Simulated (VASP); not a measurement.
# Ga4TeAs (P4/mmm) in VASP: a series of runs, part 2 of 2

VASP 6.6.1. The steps go on from the part before.

### Step 4. Relaxation of cell and atoms, PBE

File INCAR:

```
SYSTEM = Ga4TeAs
  PREC = Accurate
  ENCUT = 600
  EDIFF = 1E-6
  ISMEAR = 0
  SIGMA = 0.1
  LREAL = .FALSE.
  LASPH = .TRUE.
  NELM = 60
  ALGO = Normal
  ISIF = 3
  LWAVE = .FALSE.
  LCHARG = .FALSE.
  GGA = PE
  IBRION = 2
  NSW = 90
  EDIFFG = -0.04
```

File KPOINTS:

```
regular mesh
0
G
  4 4 4
  0 0 0
```

File POSCAR:

```
Ga4TeAs
1.0
    4.0284803600      0.0000000000      0.0000000000
    0.0000000000      4.0284803600      0.0000000000
    0.0000000000      0.0000000000      6.8228947100
Ga Te As
4 1 1
Direct
    0.0000000000      0.0000000000      0.6049659800
    0.5000000000      0.5000000000      0.1051210000
    0.5000000000      0.5000000000      0.8948790000
    0.0000000000      0.0000000000      0.3950340200
    0.5000000000      0.5000000000      0.5000000000
    0.0000000000      0.0000000000      0.0000000000
```

Potentials or basis: VASP PAW PBE potentials, release 64 (Ga_d, Te, As).

Command:

```sh
cat potpaw_PBE.64/Ga_d/POTCAR potpaw_PBE.64/Te/POTCAR potpaw_PBE.64/As/POTCAR > POTCAR
mpirun -np 1 vasp_std > vasp.out
```

OUTCAR:

```text
SYSTEM = Ga4TeAs
   PREC = Accurate
   ENCUT = 600
   EDIFF = 1E-6
   ISMEAR = 0
   LREAL = .FALSE.
   LASPH = .TRUE.
   NELM = 60
   ISIF = 3
   GGA = PE
   IBRION = 2
   NSW = 90
   EDIFFG = -0.04

 ion  position               nearest neighbor table
   1  0.000  0.000  0.605-   4 1.43   6 2.70   5 2.94   5 2.94   5 2.94   5 2.94
   2  0.500  0.500  0.105-   3 1.43   5 2.69
   3  0.500  0.500  0.895-   2 1.43   5 2.69
   4  0.000  0.000  0.395-   1 1.43   6 2.70   5 2.94   5 2.94   5 2.94   5 2.94
   5  0.500  0.500  0.500-   2 2.69   3 2.69   1 2.94   4 2.94   1 2.94   4 2.94   1 2.94   4 2.94
                             1 2.94   4 2.94
   6  0.000  0.000  0.000-   1 2.70   4 2.70

 -----------------------------------------------------------------------------
|                                                                             |
|           W    W    AA    RRRRR   N    N  II  N    N   GGGG   !!!           |
|           W    W   A  A   R    R  NN   N  II  NN   N  G    G  !!!           |
[... 974 lines left out ...]
  external PRESSURE =   36183.7967634 kB  Pullay stress =       0.0000000 kB
[... 791 lines left out ...]
     36       3.2953      2.00000
     37       7.6229      0.00000

[... ionic steps 4 to 44 ...]

--------------------------------------- Ionic step       45  -------------------------------------------

 number of electron      63.0000019 magnetization

------------------------ aborting loop because EDIFF is reached ----------------------------------------
[... 75 lines left out ...]
--------------------------------------- Ionic step       47  -------------------------------------------

 number of electron      63.0000052 magnetization

 Free energy of the ion-electron system (eV)
  ---------------------------------------------------
  ext. energy  EPLUGINS =         0.00000000
  ---------------------------------------------------
  free energy    TOTEN  =       -18.93117032 eV

  energy without entropy =      -18.92074202  energy(sigma->0) =      -18.92595617

 E-fermi :   5.8442     XC(G=0): -10.5661

 val. band max:        5.8139949329   @ k =   0.2500   0.2500   0.2500
 cond. band min:       5.9130876060   @ k =   0.5000   0.2500   0.5000
 fundamental gap:      0.0990926731
 Fermi energy:         5.8441808268
[... 751 lines left out ...]
  FREE ENERGIE OF THE ION-ELECTRON SYSTEM (eV)
  ---------------------------------------------------
  free  energy   TOTEN  =       -18.9311703217 eV

  energy  without entropy=      -18.9207420219  energy(sigma->0) =      -18.92595617

 reached required accuracy - stopping structural energy minimisation
```

OSZICAR:

```text
N       E                     dE             d eps       ncg     rms          rms(c)
DAV:   1     0.611857483768E+03    0.61186E+03   -0.33358E+04  1365   0.320E+03
DAV:   2     0.981151640341E+02   -0.51374E+03   -0.50180E+03  1388   0.708E+02
DAV:   3     0.175730327386E+02   -0.80542E+02   -0.75682E+02  1593   0.196E+02
[... 543 lines left out ...]
DAV:   4    -0.189311823668E+02    0.12576E-03   -0.89880E-04  1486   0.885E-01    0.182E-02
DAV:   5    -0.189311733640E+02    0.90028E-05   -0.21443E-04  2044   0.231E-01    0.164E-02
DAV:   6    -0.189311724822E+02    0.88182E-06   -0.17303E-05  1859   0.601E-02    0.124E-02
DAV:   7    -0.189311703958E+02    0.20864E-05   -0.10347E-05  1384   0.307E-02    0.212E-03
DAV:   8    -0.189311703217E+02    0.74062E-07   -0.21463E-06   884   0.284E-02
  47 F= -.18931170E+02 E0= -.18925956E+02  d E =-.106758E-02
```

CONTCAR:

```text
Ga4TeAs
   1.00000000000000
     3.3939695341202092   -0.0000000000000000   -0.0000000000000000
     0.0000000000000000    3.3939695341202092   -0.0000000000000000
     0.0000000000000000    0.0000000000000000   11.0671924767835304
  Ga              Te              As
     4     1     1
Direct
     0.0000000000000000    0.0000000000000000    0.7077451737831170
     0.5000000000000000    0.5000000000000000    0.1425631462330388
     0.5000000000000000    0.5000000000000000    0.8574368537669609
     0.0000000000000000    1.0000000000000000    0.2922548262168829
     0.5000000000000000    0.5000000000000000    0.5000000000000000
     1.0000000000000000    0.0000000000000000    0.0000000000000000

  0.00000000E+00  0.00000000E+00  0.00000000E+00
  0.00000000E+00  0.00000000E+00  0.00000000E+00
  0.00000000E+00  0.00000000E+00  0.00000000E+00
  0.00000000E+00  0.00000000E+00  0.00000000E+00
  0.00000000E+00  0.00000000E+00  0.00000000E+00
  0.00000000E+00  0.00000000E+00  0.00000000E+00
```

It took 21 min on 1 thread of Intel Xeon 6975P-C (Granite Rapids), shared host; peak memory 0.29 GiB.

Results:

```
Free energy                            : -18.9312 eV
Relaxed volume                         : 21.25 Å³/atom
Relaxed cell                           : a = 3.394 Å, b = 3.394 Å, c = 11.067 Å, α = 90.00°, β = 90.00°, γ = 90.00°
Space group after relaxing (to 0.05 Å) : P4/mmm (No. 123)
Energy gained by relaxing              : 5338.1 meV/atom
Ionic steps                            : 47
Pressure after relaxing                : -0.1 GPa
Largest force after relaxing           : 0.007 eV/Å
```

Forces in eV/Å, atoms in the order of the input:
```
Ga   0.000  0.000  0.004
Ga   0.000  0.000  0.007
Ga   0.000  0.000 -0.007
Ga   0.000  0.000 -0.004
Te   0.000  0.000  0.000
As   0.000  0.000  0.000
```

Stress tensor (GPa, compression positive):
```
-0.15  0.00  0.00
 0.00 -0.15  0.00
 0.00  0.00 -0.01
```

Step by step:
| step | energy change (eV) | largest force (eV/Å) | pressure (GPa) | volume (Å³) |
| --- | --- | --- | --- | --- |
| 1 | 0.0000 | 54.1475 | 84.36 | 110.73 |
| 3 | 120.3052 | 133.5742 | 274.38 | 111.28 |
| 5 | 119.3280 | 132.3826 | 274.13 | 110.90 |
| 7 | 118.9816 | 131.9586 | 274.11 | 110.77 |
| 9 | 118.8952 | 131.8551 | 274.06 | 110.74 |
| 11 | 118.8737 | 131.8294 | 274.04 | 110.73 |
| 13 | 118.8683 | 131.8235 | 274.05 | 110.73 |
| 15 | 118.8669 | 131.8211 | 274.07 | 110.73 |
| 17 | 118.8666 | 131.8215 | 274.06 | 110.73 |
| 19 | 118.8665 | 131.8219 | 274.06 | 110.73 |
| 21 | -29.0617 | 4.0325 | 4.95 | 151.27 |
| 23 | -30.0465 | 1.3950 | -1.66 | 161.53 |
| 25 | -30.0727 | 1.1485 | -2.39 | 163.41 |
| 27 | -30.2080 | 1.0997 | -2.11 | 158.84 |
| 29 | -30.5898 | 1.1690 | 0.64 | 139.24 |
| 31 | -30.6363 | 1.2014 | 1.74 | 133.32 |
| 33 | -30.7545 | 1.0267 | 2.64 | 127.68 |
| 35 | -31.5059 | 0.6815 | 1.55 | 125.88 |
| 37 | -31.8857 | 0.6069 | 1.53 | 124.65 |
| 39 | -31.9113 | 0.5374 | 1.86 | 124.16 |
| 41 | -31.9588 | 0.3825 | -0.78 | 129.68 |
| 43 | -32.0205 | 0.1047 | 0.14 | 126.78 |
| 45 | -32.0277 | 0.0703 | 0.15 | 126.99 |
| 47 | -32.0288 | 0.0068 | -0.10 | 127.48 |

Final structure:
```xyz
6
Lattice="3.3940 0.0000 0.0000 0.0000 3.3940 0.0000 0.0000 0.0000 11.0672" Properties=species:S:1:pos:R:3 pbc="T T T"
Ga    0.0000    0.0000    7.8328
Ga    1.6970    1.6970    1.5778
Ga    1.6970    1.6970    9.4894
Ga    0.0000    3.3940    3.2344
Te    1.6970    1.6970    5.5336
As    3.3940    0.0000    0.0000
```

Caveat: the k points lie up to 0.46 Å⁻¹ apart in the final cell; the volume moved by over 15 % at a fixed basis, so the end points are rough; spin-orbit coupling is left out, which moves the levels of the heavy elements.

### Step 5. Single point, PBE

This run uses another cell than the first one, of 21.70 Å³/atom, 1.176 times its volume.

File INCAR:

```
SYSTEM = Ga4TeAs
ALGO     = Fast           ! electronic algorithm
EDIFF    = 1E-6           ! SCF threshold, eV
ENCUT    = 520            ! plane-wave cutoff, eV
GGA      = PE             ! functional
ISIF     = 2              ! what is computed and relaxed
ISMEAR   = 0              ! smearing method
LASPH    = .True.         ! aspherical terms in the spheres
LCHARG   = .False.        ! write CHGCAR
LREAL    = .False.        ! projectors in reciprocal space
LWAVE    = .False.        ! write WAVECAR
NBANDS   = 40             ! bands
NELM     = 100            ! most SCF steps
PREC     = Accurate       ! precision mode
SIGMA    = 0.1            ! smearing width, eV
```

File KPOINTS:

```
k-points
0
Gamma
  10 10 6
  0 0 0
```

File POSCAR:

```
Ga4TeAs
1.0
    3.8002612692      0.0000000000      0.0000000000
    0.0000000000      3.8002612692      0.0000000000
    0.0000000000      0.0000000000      9.0155994733
Ga Te As
4 1 1
Direct
    0.0000000000      0.0000000000      0.6815433185
    0.5000000000      0.5000000000      0.1493500652
    0.5000000000      0.5000000000      0.8506499348
    0.0000000000      0.0000000000      0.3184566815
    0.5000000000      0.5000000000      0.5000000000
    0.0000000000      0.0000000000      0.0000000000
```

Command:

```sh
cat potpaw_PBE.64/Ga_d/POTCAR potpaw_PBE.64/Te/POTCAR potpaw_PBE.64/As/POTCAR > POTCAR
mpirun -np 1 vasp_std > vasp.out
```

Run time: 2.8 min. Hardware: 1 thread of Intel Xeon 6975P-C (Granite Rapids), shared host; peak memory 0.5 GiB.

The run converged. Its results:

| Property | Result |
| --- | --- |
| Free energy | -18.9540 eV |
| Pressure | -0.1 GPa |
| Largest force | 0.008 eV/Å |

Forces on the atoms (eV/Å):
```
Ga   0.000  0.000 -0.004
Ga   0.000  0.000  0.008
Ga   0.000  0.000 -0.008
Ga   0.000  0.000  0.004
Te   0.000  0.000  0.000
As   0.000  0.000  0.000
```

Levels at points of the mesh, in eV from the Fermi level:
| k point | band 27 | band 28 | band 29 | band 30 | band 31 | band 32 | band 33 | band 34 | band 35 | band 36 |
| --- | --- | --- | --- | --- | --- | --- | --- | --- | --- | --- |
| (0.00, 0.00, 0.00) | -1.80 | -1.80 | -0.87 | -0.87 | -0.30 | -0.25 | 1.81 | 1.81 | 2.24 | 3.71 |
| (0.50, 0.00, 0.00) | -1.67 | -1.50 | -1.37 | -1.37 | -0.18 | 0.16 | 2.18 | 2.18 | 2.89 | 3.35 |
| (0.50, 0.50, 0.00) | -4.65 | -4.35 | -3.76 | -3.76 | -1.81 | -1.81 | -0.37 | -0.20 | 0.93 | 1.19 |
| (0.00, 0.00, 0.50) | -1.48 | -1.48 | -1.37 | -1.37 | -0.32 | 0.30 | 1.88 | 2.63 | 3.06 | 3.06 |
| (0.50, 0.00, 0.50) | -4.32 | -4.24 | -0.17 | 0.17 | 1.33 | 1.44 | 1.97 | 2.48 | 2.71 | 2.85 |
| (0.50, 0.50, 0.50) | -4.41 | -4.41 | -3.42 | -3.08 | -2.60 | -2.04 | -0.25 | -0.25 | -0.12 | -0.12 |

Caveat: spin-orbit coupling is left out, which moves the levels of the heavy elements.

### Step 6. The runs side by side

```tsv
task	cell	k mesh	cutoff (eV)	gap on the mesh (eV)	pressure (GPa)	largest force (eV/Å)
single point	a = 4.028, b = 4.028, c = 6.823 Å, 6 atoms	4 × 4 × 4	520	none	84.4	54.16
single point	a = 4.024, b = 4.024, c = 8.538 Å, 6 atoms	4 × 4 × 4	520	none	0.0	0.03
relaxation of cell and atoms	relaxed from a = 4.028, b = 4.028, c = 6.823 Å, 6 atoms	4 × 4 × 4	600	none	-0.1	0.01
single point	a = 3.800, b = 3.800, c = 9.016 Å, 6 atoms	10 × 10 × 6	520	none	-0.1	0.01
```

Alike in all rows: level PBE; potentials or basis VASP PAW PBE potentials, release 64 (Ga_d, Te, As); no spin polarisation; smearing gaussian 0.1 eV.

Caveats: some runs use coarse meshes; spin-orbit coupling is left out, which moves the levels of the heavy elements; forces of over 1 eV/Å act on the atoms, so gaps and moduli don't describe the material at rest (some runs); the volume moved by over 15 % at a fixed basis, so the end points are rough (some runs).

Total energies depend on the potentials used, so only differences within one code and one set of settings carry meaning.
